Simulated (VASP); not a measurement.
A run of VASP 6.6.1 is set up as follows.

File INCAR:

```
ALGO     = Normal         # electronic algorithm
EDIFF    = 1E-7           # SCF threshold, eV
EDIFFG   = -0.02          # ionic threshold
ENCUT    = 600            # plane-wave cutoff, eV
GGA      = PS             # functional
IBRION   = 2              # ionic algorithm
ISIF     = 3              # what is computed and relaxed
ISMEAR   = 1              # smearing method
LASPH    = T              # aspherical terms in the spheres
LCHARG   = F              # write CHGCAR
LREAL    = F              # projectors in reciprocal space
LWAVE    = F              # write WAVECAR
NELM     = 60             # most SCF steps
NSW      = 60             # ionic steps
PREC     = Accurate       # precision mode
SIGMA    = 0.1            # smearing width, eV
```

Contents of KPOINTS:

```
k-points
0
Gamma
  9 9 9
```

File POSCAR:

```
Hf
1.0
    0.0000000000      2.2200000000      2.2200000000
    2.2200000000      0.0000000000      2.2200000000
    2.2200000000      2.2200000000      0.0000000000
Hf
1
Direct
    0.0000000000      0.0000000000      0.0000000000
```

Potentials or basis: VASP PAW PBE potentials, release 64 (Hf_pv).

The run is started by

```console
$ cat potpaw_PBE.64/Hf_pv/POTCAR > POTCAR
$ mpirun -np 1 vasp_std > vasp.out
```

Question: Predict the space group after relaxing (to 0.05 Å).

Answer: Fm-3m (No. 225).

Question: Predict the band gap on the k mesh.

Answer: Zero (band 5 reaches 6.21 eV, above the bottom of band 6 at 4.26 eV).

Question: Estimate the relaxed volume.

Answer: 21.63 Å³/atom.

Question: Estimate the relaxed cell.

Answer: a = 3.127 Å, b = 3.127 Å, c = 3.127 Å, α = 60.00°, β = 60.00°, γ = 60.00°.

The path:
```
step  energy change (eV)  largest force (eV/Å)  pressure (GPa)  volume (Å³)
   1              0.0000                0.0000           -1.26        21.88
   2              0.0003                0.0000            1.46        21.34
   3             -0.0010                0.0000           -0.01        21.63
```

Caveat: the PAW data sets were made with another functional, which shifts forces and pressure a little; spin-orbit coupling is left out, which moves the levels of the heavy elements.
